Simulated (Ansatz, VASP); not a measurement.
# SnO: VASP beside Ansatz

```
Sn O
1.0
     3.80529    0.00000    0.00000
     0.00000    3.80529    0.00000
     0.00000    0.00000    4.75343
Sn O
2 2
Direct
  0.00000 0.50000 0.24240
  0.50000 0.00000 0.75760
  0.50000 0.50000 0.00000
  0.00000 0.00000 0.00000
```

Alike in both runs: functional PBEsol; k mesh 12 × 12 × 10; occupations gaussian, width 0.1 eV; no spin polarisation.

Ansatz relaxed the structure, and its values are those at the end. VASP's run is a single point on that final structure, the one shown.

|  | VASP | Ansatz |
| --- | --- | --- |
| version | VASP 6.6.1 | Ansatz 0.2.0 |
| potentials or method | VASP PAW PBE potentials, release 64 (Sn_d, O), cutoff 520 eV | scalar-relativistic, plane waves, PAW |
| valence electrons in the cell | 40 | 40 |

```csv
,VASP,Ansatz,Ansatz less VASP
gap on the k mesh at the Fermi level (eV),none,none,-
pressure (GPa),0.2,0.0,-0.23
rms of the force components (eV/Å),0.035,0.001,-0.0347
```

VASP's potentials were made for PBE, not for PBEsol. A gap of «none» marks a metal or a gap that the smearing closes. The functional is the same, so the differences come from potentials, cutoffs and numerics.
